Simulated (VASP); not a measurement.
Write the native input for VASP 6.6.1 that does the following.

| Item | Value |
| --- | --- |
| Task | single point |
| Functional | LDA |
| Potentials or basis | VASP PAW LDA potentials, release 64 (In_d) |
| Cutoff | 520 eV |
| k mesh | 14 × 14 × 14 |
| Occupations | fermi-dirac, width 0.1 eV |
| Spin | no spin polarisation |
| Dipole correction | no |
| Further INCAR settings | ALGO = Normal; EDIFF = 1e-06; NBANDS = 12 |

The structure of In lies in POSCAR:

```
In
1.0
   -1.8387316994      1.8387316994      1.8387316994
    1.8387316994     -1.8387316994      1.8387316994
    1.8387316994      1.8387316994     -1.8387316994
In
1
Direct
    0.0000000000      0.0000000000      0.0000000000
```

One way to write it, as run:

INCAR

```
PREC     = Accurate       # precision mode
ENCUT    = 520            # plane-wave cutoff, eV
EDIFF    = 1E-6           # SCF threshold, eV
ISMEAR   = -1             # smearing method
SIGMA    = 0.1            # smearing width, eV
LREAL    = F              # projectors in reciprocal space
LASPH    = T              # aspherical terms in the spheres
NELM     = 80             # most SCF steps
ALGO     = Normal         # electronic algorithm
ISIF     = 2              # what is computed and relaxed
LWAVE    = F              # write WAVECAR
LCHARG   = F              # write CHGCAR
NBANDS   = 12             # bands
```

KPOINTS

```
regular mesh
0
Gamma
  14 14 14
```

Potentials or basis: VASP PAW LDA potentials, release 64 (In_d).

The run is started by

```console
$ cat potpaw_LDA.64/In_d/POTCAR > POTCAR
$ mpirun -np 1 vasp_std > vasp.out
```

It gave:

The pressure is -0.1 GPa.

It took 30 s on 1 thread of Intel Xeon 6975P-C (shared host), peak memory 0.15 GiB.
